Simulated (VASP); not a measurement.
A run of VASP 6.6.1 is set up as follows.

INCAR

```
SYSTEM = Cu
  PREC = Accurate
  ENCUT = 520
  EDIFF = 1E-6
  ISMEAR = 0
  SIGMA = 0.15
  LREAL = .FALSE.
  LASPH = .TRUE.
  NELM = 60
  ALGO = Normal
  ISIF = 2
  LWAVE = .FALSE.
  LCHARG = .FALSE.
  GGA = PE
  NBANDS = 12
```

The input KPOINTS:

```
regular mesh
0
G
  22 22 22
  0 0 0
```

File POSCAR:

```
Cu
1.0
    0.0000000000      1.8255750000      1.8075000000
    1.8255750000      0.0000000000      1.8075000000
    1.8255750000      1.8255750000      0.0000000000
Cu
1
Direct
    0.0000000000      0.0000000000      0.0000000000
```

Potentials or basis: VASP PAW PBE potentials, release 64 (Cu).

Launch:

```bash
$ cat potpaw_PBE.64/Cu/POTCAR > POTCAR
$ mpirun -np 1 vasp_std > vasp.out
```

Task: Predict the pressure.

Result: -0.5 GPa.

Stress tensor (GPa, compression positive):
```
-0.67  0.00  0.00
 0.00 -0.67  0.00
 0.00  0.00 -0.14
```

Caveat: the cell differs from its parent crystal (strain +0.0100 x Voigt [1, 1, 0, 0, 0, 0]).
